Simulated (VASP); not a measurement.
BN, 2 atoms in the cell. The structure is orthorhombic, space group Cmmm (No. 65). Conventional cell: a = 3.270 Å, b = 3.456 Å, c = 3.365 Å, α = 90.00°, β = 90.00°, γ = 90.00°. B (site symmetry mmm) has 8 N at 2.35 to 2.41 Å and 4 B at 2.38 Å within 3.1 Å. N (site symmetry mmm) has 8 B at 2.35 to 2.41 Å and 4 N at 2.38 Å within 3.1 Å. The cell was generated, and may not be a known phase.

- Program: VASP 6.6.1
- Task: relaxation of cell and atoms
- Functional: PBE
- Potentials or basis: VASP PAW PBE potentials, release 64 (B, N)
- Cutoff: 600 eV
- k mesh: 8 × 8 × 6
- Occupations: gaussian, width 0.1 eV
- Spin: no spin polarisation
- Dipole correction: no
- Further INCAR settings: ALGO = Normal; EDIFF = 1e-06; IBRION = 2; EDIFFG = -0.04; NSW = 90; ISIF = 3

Potentials or basis: VASP PAW PBE potentials, release 64 (B, N).

Run with:

```console
$ cat potpaw_PBE.64/B/POTCAR potpaw_PBE.64/N/POTCAR > POTCAR
$ mpirun -np 1 vasp_std > vasp.out
```

Hardware: 1 thread of Intel Xeon 8259CL, on a shared host.

Problem. How long does it take, and how much memory?

Solution. It took 4.2 min on 1 thread of Intel Xeon 8259CL, with other jobs on the host, peak memory 0.14 GiB. Counts: scf iterations 150, k points 84, ion steps 21.
